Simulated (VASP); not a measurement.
Input of a VASP 6.6.1 run:

Contents of INCAR:

```
SYSTEM = TiH
PREC = Accurate ; ENCUT = 600
EDIFF = 1E-6 ; ISMEAR = -1
SIGMA = 0.1 ; LREAL = .FALSE.
LASPH = .TRUE. ; NELM = 60
ALGO = Normal ; ISIF = 3
LWAVE = .FALSE. ; LCHARG = .FALSE.
GGA = PS ; IBRION = 2
NSW = 60 ; EDIFFG = -0.01
PSTRESS = 300.0
```

KPOINTS

```
regular mesh
0
G
  7 7 7
  0 0 0
```

File POSCAR:

```
TiH
1.0
    2.5700000000      0.0000000000      0.0000000000
    0.0000000000      2.5700000000      0.0000000000
    0.0000000000      0.0000000000      2.5700000000
Ti H
1 1
Direct
    0.0000000000      0.0000000000      0.0000000000
    0.5000000000      0.5000000000      0.5000000000
```

Potentials or basis: VASP PAW PBE potentials, release 64 (Ti_sv, H).

Command:

```console
$ cat potpaw_PBE.64/Ti_sv/POTCAR potpaw_PBE.64/H/POTCAR > POTCAR
$ mpirun -np 1 vasp_std > vasp.out
```

(1) Predict the relaxed volume.

(2) Predict the space group after relaxing (to 0.05 Å).

(3) What does it give for the relaxed cell?

Answers

(1) 7.58 Å³/atom.

(2) Pm-3m (No. 221).

(3) a = 2.475 Å, b = 2.475 Å, c = 2.475 Å, α = 90.00°, β = 90.00°, γ = 90.00°.

Caveat: the cell is relaxed towards a set pressure, so the enthalpy falls and the energy may rise; the PAW data sets were made with another functional, which shifts forces and pressure a little.
